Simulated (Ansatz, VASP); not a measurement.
Cd in VASP and in Ansatz

The input INCAR:

```
PREC = Accurate
ENCUT = 540
EDIFF = 1E-6
ISMEAR = -1
SIGMA = 0.1
LREAL = False
LASPH = True
NELM = 120
ALGO = Normal
ISIF = 2
LWAVE = False
LCHARG = True
GGA = RP
LELF = True
LVHAR = True
NBANDS = 27
GGA_COMPAT = False
```

KPOINTS

```
Automatic mesh
0
Gamma
  7 7 3
```

Contents of POSCAR:

```
Cd
1.0
    1.4743740000      2.5536910000      0.0000000000
   -1.4743740000      2.5536910000      0.0000000000
    0.0000000000      0.0000000000      5.5609770000
Cd
2
Direct
    0.3333300000      0.3333400000      0.2500000000
    0.6666600000      0.6666700000      0.7500000000
```

Input for Ansatz:

```yaml
crystal:
  lattice:
    - [1.474374, 2.553691, 0.0]
    - [-1.474374, 2.553691, 0.0]
    - [0.0, 0.0, 5.560977]
  atoms:
    - { symbol: Cd, position: [0.33333, 0.33334, 0.25] }
    - { symbol: Cd, position: [0.66666, 0.66667, 0.75] }
  symmetry: { tolerance: 0.0003 }
kpoints:
  mp_grid: { grid: [7, 7, 3], shift: [0, 0, 0] }
magnetization:
  spin_polarized: false
scf:
  occupations: { method: fermi_dirac }
hamiltonian:
  pseudopotentials: { kind: paw }
  xc: rpbe
basis:
  ecutwfc: 420
output:
  forces: true
  stress: true
  eigenvalues: true
```

Alike in both runs: task single point; functional RPBE; k mesh 7 × 7 × 3; no spin polarisation.

|  | VASP | Ansatz |
| --- | --- | --- |
| version | VASP 6.6.1 | Ansatz 0.2.0 |
| potentials or method | VASP PAW PBE potentials, release 64 (Cd_sv_GW), cutoff 540 eV | PAW plane waves |
| occupations | fermi-dirac, width 0.1 eV | fermi-dirac |
| valence electrons in the cell | 40 | 40 |

Ansatz gave:

* gap on the k mesh at the Fermi level (eV): none
* pressure (GPa): 7.7
* traceless stress, the component that is largest in VASP (GPa): -0.95

**Question.** What did VASP give for the same quantities?

**Answer.** gap on the k mesh at the Fermi level (eV): none; pressure (GPa): 5.3; traceless stress, the component that is largest in VASP (GPa): -0.94.

VASP's potentials were made for PBE, not for RPBE. A gap of «none» marks a metal or a gap that the smearing closes. Ansatz's warnings: structure snapped to symmetry.

The k mesh is coarse, so the values compare programs but aren't converged.
